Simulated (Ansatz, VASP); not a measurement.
## SiO2: VASP beside Ansatz

```
Si O
1.0
    -2.46179    2.46195    3.64347
     2.46184   -2.46171    3.64336
     2.46179    2.46172   -3.64332
Si O
2 4
Direct
  0.01951 0.99327 0.01245
  0.76950 0.24327 0.51245
  0.99397 0.61827 0.86199
  0.39450 0.21775 0.36193
  0.79502 0.11835 0.16296
  0.89452 0.01873 0.66291
```

Alike in both runs: functional LDA; k mesh 6 × 6 × 6; occupations gaussian, width 0.02 eV; no spin polarisation.

Ansatz relaxed the structure, and its values are those at the end. VASP's run is a single point on that final structure, the one shown.

|  | VASP | Ansatz |
| --- | --- | --- |
| version | VASP 6.6.1 | Ansatz 0.2.0 |
| potentials or method | VASP PAW LDA potentials, release 64 (Si, O), cutoff 520 eV | scalar-relativistic, plane waves, PAW |
| valence electrons in the cell | 32 | 32 |

Ansatz gave:

```
gap on the k mesh at the Fermi level (eV) : 5.77
least direct gap on the mesh (eV)         : 5.77
pressure (GPa)                            : 0.0
rms of the force components (eV/Å)        : 0.000
```

**Question.** Which values does VASP return?

**Answer.** gap on the k mesh at the Fermi level (eV): 5.77; least direct gap on the mesh (eV): 5.77; pressure (GPa): 0.6; rms of the force components (eV/Å): 0.013.

LDA's correlation is that of Perdew and Zunger in VASP and of Perdew and Wang (1992) in Ansatz.
